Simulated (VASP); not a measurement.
KBr: single point with PBEsol

Crystal: KBr.

```
Br K
1.0
     0.00000    3.30000    3.30000
     3.30000    0.00000    3.30000
     3.30000    3.30000    0.00000
Br K
1 1
Direct
  0.50000 0.50000 0.50000
  0.00000 0.00000 0.00000
```

```
Program                : VASP 6.6.1
Task                   : single point
Functional             : PBEsol
Potentials or basis    : VASP PAW PBE potentials, release 64 (Br, K_sv)
Cutoff                 : 520 eV
k mesh                 : 7 × 7 × 7
Occupations            : fermi-dirac, width 0.05 eV
Spin                   : collinear spin
Starting moments       : [0.5, 0.0] μB
Dipole correction      : no
Further INCAR settings : ALGO = Normal; EDIFF = 1e-06; NBANDS = 19
```

* Pressure: -0.3 GPa
* Band gap on the k mesh: 4.28 eV
* Net moment: 0.00 μB per cell
* Valence electrons inside the program's atomic spheres: Br 4.87; K 7.55

Levels at points of the mesh, in eV from the valence-band top:
Spin up:
```
           k point  band 4  band 5  band 6  band 7  band 8  band 9  band 10  band 11  band 12  band 13
(0.00, 0.00, 0.00)  -11.15  -11.15    0.00    0.00    0.00    4.28     7.53     7.53     7.53     8.37
```
Spin down:
```
           k point  band 5  band 6  band 7  band 8  band 9  band 10  band 11  band 12
(0.00, 0.00, 0.00)  -11.15    0.00    0.00    0.00    4.28     7.53     7.53     7.53
```

Wall time 28 s on 1 thread of Intel(R) Xeon(R) 6975P-C (Granite Rapids) (shared host), peak memory 0.25 GiB.

Caveat: the PAW data sets were made with another functional, which shifts forces and pressure a little.
